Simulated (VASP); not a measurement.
# Al2O3 (P-3m1) in VASP: further runs, part 2 of 2

VASP 6.6.1. The steps go on from the part before.

### Step 3. Single point, LDA

This run uses another cell than the first one, of 11.18 Å³/atom.

File INCAR:

```
PREC = Accurate ; ENCUT = 520
EDIFF = 1E-6 ; ISMEAR = 0
SIGMA = 0.02 ; LREAL = F
LASPH = T ; NELM = 100
ALGO = Normal ; ISIF = 2
LWAVE = F ; LCHARG = F
NBANDS = 20
```

File KPOINTS:

```
regular mesh
0
Gamma
  12 12 4
```

File POSCAR:

```
Al2O3
1.0
    2.9626459584      0.0000000000      0.0000000000
   -1.4813229792      2.5657266624      0.0000000000
    0.0000000000      0.0000000000      7.3548745087
Al O
2 3
Direct
    0.0000000000      0.0000000000      0.2744621999
    0.0000000000      0.0000000000      0.7255378001
    0.3333333333      0.6666666667      0.1952854209
    0.6666666667      0.3333333333      0.8047145791
    0.0000000000      0.0000000000      0.5000000000
```

Potentials or basis: VASP PAW LDA potentials, release 64 (Al, O).

The run is started by

```console
cat potpaw_LDA.64/Al/POTCAR potpaw_LDA.64/O/POTCAR > POTCAR
mpirun -np 1 vasp_std > vasp.out
```

OUTCAR:

```text
PREC = Accurate
   ENCUT = 520
   EDIFF = 1E-6
   ISMEAR = 0
   LREAL = F
   LASPH = T
   NELM = 100
   ISIF = 2

 ion  position               nearest neighbor table
   1  0.000  0.000  0.274-   5 1.66   3 1.81   3 1.81   3 1.81   2 3.32
   2  0.000  0.000  0.726-   5 1.66   4 1.81   4 1.81   4 1.81   1 3.32
   3  0.333  0.667  0.195-   1 1.81   1 1.81   1 1.81
   4  0.667  0.333  0.805-   2 1.81   2 1.81   2 1.81
   5  0.000  0.000  0.500-   1 1.66   2 1.66

  LATTYP: Found a hexagonal cell.
 ALAT       =     2.9626459584
 C/A-ratio  =     2.4825357508

  Lattice vectors:

 A1 = (   2.9626459584,   0.0000000000,   0.0000000000)
 A2 = (  -1.4813229792,   2.5657266624,   0.0000000000)
 A3 = (   0.0000000000,   0.0000000000,   7.3548745087)

Analysis of symmetry for initial positions (statically):
=====================================================================
 Subroutine PRICEL returns:
 Original cell was already a primitive cell.

 Routine SETGRP: Setting up the symmetry group for a
 hexagonal supercell.

 Subroutine GETGRP returns: Found 12 space group operations
 (whereof 12 operations were pure point group operations)
 out of a pool of 24 trial point group operations.

The static configuration has the point symmetry D_3d.

Analysis of symmetry for dynamics (positions and initial velocities):
=====================================================================
 Subroutine PRICEL returns:
 Original cell was already a primitive cell.

 Routine SETGRP: Setting up the symmetry group for a
 hexagonal supercell.

 Subroutine GETGRP returns: Found 12 space group operations
 (whereof 12 operations were pure point group operations)
 out of a pool of 24 trial point group operations.

The dynamic configuration has the point symmetry D_3d.

 Subroutine INISYM returns: Found 12 space group operations
 (whereof 12 operations are pure point group operations),
 and found     1 'primitive' translations

----------------------------------------------------------------------------------------

                                     Primitive cell

  volume of cell :      55.9069

  direct lattice vectors                    reciprocal lattice vectors
     2.962645958  0.000000000  0.000000000     0.337536113  0.194876566  0.000000000
    -1.481322979  2.565726662  0.000000000     0.000000000  0.389753131  0.000000000
     0.000000000  0.000000000  7.354874509     0.000000000  0.000000000  0.135964250

  length of vectors
     2.962645958  2.962645958  7.354874509     0.389753131  0.389753131  0.135964250

  position of ions in fractional coordinates (direct lattice)
     0.000000000  0.000000000  0.274462200
     0.000000000  0.000000000  0.725537800
     0.333333333  0.666666667  0.195285421
     0.666666667  0.333333333  0.804714579
     0.000000000  0.000000000  0.500000000

  ion indices of the primitive-cell ions
   primitive index   ion index
                 1           1
                 2           2
                 3           3
                 4           4
                 5           5

----------------------------------------------------------------------------------------

[... 23 lines left out ...]

 Following reciprocal coordinates:
            Coordinates               Weight
  0.000000  0.000000  0.000000      1.000000
  0.083333  0.000000  0.000000      6.000000
  0.166667  0.000000  0.000000      6.000000
  0.250000  0.000000  0.000000      6.000000
  0.333333 -0.000000  0.000000      6.000000
  0.416667 -0.000000  0.000000      6.000000
[... 16 lines left out ...]
  0.166667  0.000000  0.250000      6.000000
  0.000000  0.166667  0.250000      6.000000
 [... further k-points ...]
   k-points           NKPTS =     69   k-points in BZ     NKDIM =     69   number of bands    NBANDS=     20
   number of dos      NEDOS =    301   number of ions     NIONS =      5
   total plane-waves  NPLWV =  32256
   dimension x,y,z NGX =    24 NGY =   24 NGZ =   56
   dimension x,y,z NGXF=    48 NGYF=   48 NGZF=  112
   ions per type =               2   3
   NGX,Y,Z   is equivalent  to a cutoff of  13.47, 13.47, 12.66 a.u.
   NGXF,Y,Z  is equivalent  to a cutoff of  26.93, 26.93, 25.32 a.u.
 SYSTEM =  unknown system
   PREC   = accura    normal or accurate (medium, high low for compatibility)
   ISTART =      0    job   : 0-new  1-cont  2-samecut
   ICHARG =      2    charge: 1-file 2-atom 10-const
   ISPIN  =      1    spin polarized calculation?
   LNONCOLLINEAR =      F non collinear calculations
   LSORBIT =      F    spin-orbit coupling
   LASPH  =      T    aspherical Exc in radial PAW
   ENCUT  =  520.0 eV  38.22 Ry    6.18 a.u.   5.51  5.51 13.68*2*pi/ulx,y,z
   NELM   =    100;   NELMIN=  2; NELMDL= -5     # of ELM steps
   EDIFF  = 0.1E-05   stopping-criterion for ELM
   LREAL  =      F    real-space projection
   EDIFFG = 0.1E-04   stopping-criterion for IOM
   NSW    =      0    number of steps for IOM
   IBRION =     -1    ionic relax: 0-MD 1-quasi-New 2-CG
   NFREE  =      0    steps in history (QN), initial steepest desc. (CG)
   ISIF   =      2    stress and relaxation
   ISYM   =      2    0-nonsym 1-usesym 2-fastsym
   POTIM  = 0.5000    time-step for ionic-motion
   TEBEG  =    0.0;   TEEND  =   0.0 temperature during run
   PSTRESS=    0.0 pullay stress
   NELECT =      24.0000    total number of electrons
   NUPDOWN=      -1.0000    fix difference up-down
   EMIN   =  10.00;   EMAX   =-10.00  energy-range for DOS
   EFERMI =   0.00;   METHOD = LEGACY
   ISMEAR =     0;   SIGMA  =   0.02  broadening in eV -4-tet -1-fermi 0-gaus
   EFERMI_NEDOS =   21; number of points for ismear=-14 and -15
   IALGO  =     38    algorithm
   IMIX   =      4    mixing-type and parameters
     AMIX     =   0.40;   BMIX     =  1.00
     AMIX_MAG =   1.60;   BMIX_MAG =  1.00
  volume/ion in A,a.u.               =      11.18        75.46
  Fermi-wavevector in a.u.,A,eV,Ry     =   1.234971  2.333757 20.750973  1.525153
  Thomas-Fermi vector in A             =   2.369640
   LORBIT       =      0    0 simple, 1 ext, 2 COOP (PROOUT), +10 PAW based schemes
   GGA     = CA    functional components
   LHFCALC =     F    Hartree Fock is set to
   AEXX    =    0.0000 exact exchange contribution
   IVDW    =     0    specifies the selected vdW correction
   LEPSILON=     F    determine dielectric tensor
   LRPA    =     F    only Hartree local field effects (RPA)
 non-spin polarized calculation
 Gauss-broadening in eV      SIGMA  =   0.02
  energy-cutoff  :      520.00
  volume of cell :       55.91
 maximum number of plane-waves:      1539
 NGX is ok and might be reduce to    24
   NGX = 11   NGY = 11   NGZ = 27

 number of electron      24.0000002 magnetization

 Free energy of the ion-electron system (eV)
  ---------------------------------------------------
  ext. energy  EPLUGINS =         0.00000000
  ---------------------------------------------------
  free energy    TOTEN  =       -39.75038881 eV

  energy without entropy =      -39.75038881  energy(sigma->0) =      -39.75038881

 E-fermi :   4.2204     XC(G=0): -10.5591

 val. band max:        4.1356748662   @ k =   0.0000   0.0000   0.0000
 cond. band min:       6.6265832316   @ k =   0.0000   0.0000   0.0000
 fundamental gap:      2.4909083654
 Fermi energy:         4.2204215981

 k-point     1 :       0.0000    0.0000    0.0000
  band No.  band energies     occupation
      1     -15.5610      2.00000
      2     -15.3047      2.00000
      3     -12.5990      2.00000
      4      -1.9039      2.00000
      5      -0.7301      2.00000
      6       0.2487      2.00000
[... 541 lines left out ...]
     19      16.9483      0.00000
     20      16.9764      0.00000

 [... further k-points ...]

------------------------ aborting loop because EDIFF is reached ----------------------------------------

  FORCE on cell =-STRESS in cart. coord.  units (eV):
  Direction    XX          YY          ZZ          XY          YZ          ZX
  --------------------------------------------------------------------------------------
  -------------------------------------------------------------------------------------
  Total        0.2466901      0.2466901      0.5617615      0.0000000     -0.0000000     -0.0000000
  in kB        7.0696321      7.0696321     16.0989357      0.0000000     -0.0000000     -0.0000000
  external PRESSURE =      10.0793999 kB  Pullay stress =       0.0000000 kB

 VOLUME and BASIS-vectors are now :
 -----------------------------------------------------------------------------
  energy-cutoff  :      520.00
  volume of cell :       55.91
      direct lattice vectors                 reciprocal lattice vectors
     2.962645958  0.000000000  0.000000000     0.337536113  0.194876566  0.000000000
    -1.481322979  2.565726662  0.000000000     0.000000000  0.389753131  0.000000000
     0.000000000  0.000000000  7.354874509     0.000000000  0.000000000  0.135964250

 POSITION                                       TOTAL-FORCE (eV/Angst)
 -----------------------------------------------------------------------------------
      0.00000      0.00000      2.01864         0.000000      0.000000     -0.138942
      0.00000      0.00000      5.33624        -0.000000      0.000000      0.138942
     -0.00000      1.71048      1.43630         0.000000      0.000000     -0.039107
      1.48132      0.85524      5.91857        -0.000000     -0.000000      0.039107
      0.00000      0.00000      3.67744        -0.000000      0.000000      0.000000
 -----------------------------------------------------------------------------------
    total drift:                               -0.000000      0.000000      0.000000

  FREE ENERGIE OF THE ION-ELECTRON SYSTEM (eV)
  ---------------------------------------------------
  free  energy   TOTEN  =       -39.7503888122 eV

  energy  without entropy=      -39.7503888122  energy(sigma->0) =      -39.75038881
```

stdout:

```text
POSCAR found type information on POSCAR AlO
 POSCAR found :  2 types and       5 ions
 scaLAPACK will be used
 LDA part: xc-table for (Slater(with rela. corr.)+CA(PZ))
 , standard interpolation
 POSCAR, INCAR and KPOINTS ok, starting setup
 FFT: planning ... GRIDC
 FFT: planning ... GRID_SOFT
 FFT: planning ... GRID
 WAVECAR not read
 entering main loop
```

Wall time 1.9 min (1 thread of Intel Xeon 8259CL, shared host); peak memory 0.19 GiB.

What came out:

```yaml
Free_energy: -39.7504 eV
Pressure: 1.0 GPa
Largest_force: 0.139 eV/Å
Band_gap_on_the_k_mesh: 2.49 eV
```

Forces in eV/Å, atoms in the order of the input:
```
Al   0.000  0.000 -0.139
Al   0.000  0.000  0.139
O    0.000  0.000 -0.039
O    0.000  0.000  0.039
O    0.000  0.000  0.000
```

Stress tensor (GPa, compression positive):
```
0.71 0.00 0.00
0.00 0.71 0.00
0.00 0.00 1.61
```

Levels at points of the mesh, in eV from the valence-band top:
| k point | band 10 | band 11 | band 12 | band 13 | band 14 | band 15 |
| --- | --- | --- | --- | --- | --- | --- |
| (0.00, 0.00, 0.00) | -2.39 | 0.00 | 0.00 | 2.49 | 4.61 | 7.49 |
| (0.50, 0.00, 0.00) | -3.25 | -1.93 | -0.54 | 4.41 | 6.25 | 8.24 |
| (0.00, 0.00, 0.50) | -3.34 | 0.00 | 0.00 | 3.44 | 3.66 | 8.25 |
| (0.50, 0.00, 0.50) | -3.56 | -1.83 | -0.53 | 4.99 | 5.46 | 8.31 |

A k mesh can miss the band edges.

### Step 4. Relaxation of cell and atoms, LDA

File INCAR:

```
SYSTEM = Al2O3
ALGO = Normal ; EDIFF = 1E-7
EDIFFG = -0.005 ; ENCUT = 600
IBRION = 2 ; ISIF = 3
ISMEAR = 0 ; LASPH = .TRUE.
LCHARG = .FALSE. ; LREAL = .FALSE.
LWAVE = .FALSE. ; NELM = 100
NSW = 100 ; PREC = Accurate
SIGMA = 0.02
```

File KPOINTS:

```
k-points
0
G
  12 12 4
  0 0 0
```

File POSCAR:

```
Al2O3
1.0
    2.9651426773      0.0000000000      0.0000000000
   -1.4825713387      2.5678888844      0.0000000000
    0.0000000000      0.0000000000      7.4368752115
Al O
2 3
Direct
    0.0000000000      0.0000000000      0.2768823160
    0.0000000000      0.0000000000      0.7231176840
    0.3333333333      0.6666666667      0.1986045457
    0.6666666667      0.3333333333      0.8013954543
    0.0000000000      0.0000000000      0.5000000000
```

The run is started by

```console
cat potpaw_LDA.64/Al/POTCAR potpaw_LDA.64/O/POTCAR > POTCAR
mpirun -np 1 vasp_std > vasp.out
```

It took 15 min on 1 thread of Intel Xeon 8259CL, shared host; peak memory 0.2 GiB.

It converged, with:

```
Free energy                           : -39.7643 eV
Relaxed volume                        : 11.09 Å³/atom
Relaxed cell                          : a = 2.965 Å, b = 2.965 Å, c = 7.284 Å, α = 90.00°, β = 90.00°, γ = 120.00°
Space group after relaxing (to 0.1 Å) : P-3m1 (No. 164)
Energy gained by relaxing             : 0.8 meV/atom
Ionic steps                           : 18
Pressure after relaxing               : 0.0 GPa
Band gap on the k mesh                : 2.44 eV
```

Forces in eV/Å, atoms in the order of the input:
```
Al   0.000  0.000  0.000
Al   0.000  0.000  0.000
O    0.000  0.000  0.003
O    0.000  0.000 -0.003
O    0.000  0.000  0.000
```

The path:
| step | energy change (eV) | largest force (eV/Å) | pressure (GPa) | volume (Å³) |
| --- | --- | --- | --- | --- |
| 1 | 0.0000 | 0.1419 | 0.33 | 56.63 |
| 2 | 0.0022 | 0.3233 | -0.81 | 56.82 |
| 3 | -0.0005 | 0.0453 | -0.01 | 56.68 |
| 4 | -0.0006 | 0.0241 | -0.16 | 56.69 |
| 5 | -0.0007 | 0.0439 | -0.42 | 56.71 |
| 6 | -0.0008 | 0.0442 | -0.41 | 56.69 |
| 7 | -0.0010 | 0.0450 | -0.37 | 56.64 |
| 8 | -0.0014 | 0.0468 | -0.32 | 56.54 |
| 9 | -0.0020 | 0.0504 | -0.21 | 56.33 |
| 10 | -0.0029 | 0.0585 | 0.04 | 55.93 |
| 11 | -0.0024 | 0.0776 | 0.61 | 55.12 |
| 12 | -0.0030 | 0.0684 | 0.25 | 55.65 |
| 13 | -0.0035 | 0.0223 | 0.09 | 55.58 |
| 14 | -0.0036 | 0.0617 | -0.05 | 55.52 |
| 15 | -0.0037 | 0.0275 | 0.00 | 55.43 |
| 16 | -0.0037 | 0.0088 | -0.03 | 55.47 |
| 17 | -0.0037 | 0.0077 | -0.02 | 55.47 |
| 18 | -0.0038 | 0.0029 | 0.01 | 55.47 |

Final structure:
```yaml
crystal:
  lattice:
    - [2.96522, 0.00000, 0.00000]
    - [-1.48261, 2.56795, 0.00000]
    - [0.00000, 0.00000, 7.28439]
  atoms:
    - { symbol: Al, position: [0.00000, 0.00000, 0.27169] }
    - { symbol: Al, position: [0.00000, 0.00000, 0.72831] }
    - { symbol: O, position: [0.33333, 0.66667, 0.19163] }
    - { symbol: O, position: [0.66667, 0.33333, 0.80837] }
    - { symbol: O, position: [0.00000, 0.00000, 0.50000] }
```

Levels at points of the mesh, in eV from the valence-band top:
| k point | band 10 | band 11 | band 12 | band 13 | band 14 | band 15 |
| --- | --- | --- | --- | --- | --- | --- |
| (0.00, 0.00, 0.00) | -2.37 | 0.00 | 0.00 | 2.44 | 4.59 | 7.49 |
| (0.50, 0.00, 0.00) | -3.26 | -1.95 | -0.54 | 4.34 | 6.23 | 8.19 |
| (0.00, 0.00, 0.50) | -3.39 | 0.00 | 0.00 | 3.40 | 3.65 | 8.22 |
| (0.50, 0.00, 0.50) | -3.59 | -1.84 | -0.53 | 4.97 | 5.38 | 8.27 |

A k mesh can miss the band edges.

### Step 5. Overview

```tsv
task	cell	k mesh	cutoff (eV)	smearing	gap on the mesh (eV)	pressure (GPa)	largest force (eV/Å)
single point	a = 2.965, b = 2.965, c = 7.437 Å, angles 90.0, 90.0, 120.0°, 5 atoms, atomic positions A	6 × 6 × 4	520	gaussian 0.1 eV	2.48	0.6	0.14
single point	a = 2.963, b = 2.963, c = 7.355 Å, angles 90.0, 90.0, 120.0°, 5 atoms, atomic positions B	12 × 12 × 4	520	gaussian 0.02 eV	2.49	1.0	0.14
relaxation of cell and atoms	relaxed from a = 2.965, b = 2.965, c = 7.437 Å, angles 90.0, 90.0, 120.0°, 5 atoms, atomic positions A	12 × 12 × 4	600	gaussian 0.02 eV	2.44	0.0	-
```

Alike in all rows: level LDA; potentials or basis VASP PAW LDA potentials, release 64 (Al, O); no spin polarisation.

Total energies depend on the potentials used, so only differences within one code and one set of settings carry meaning.
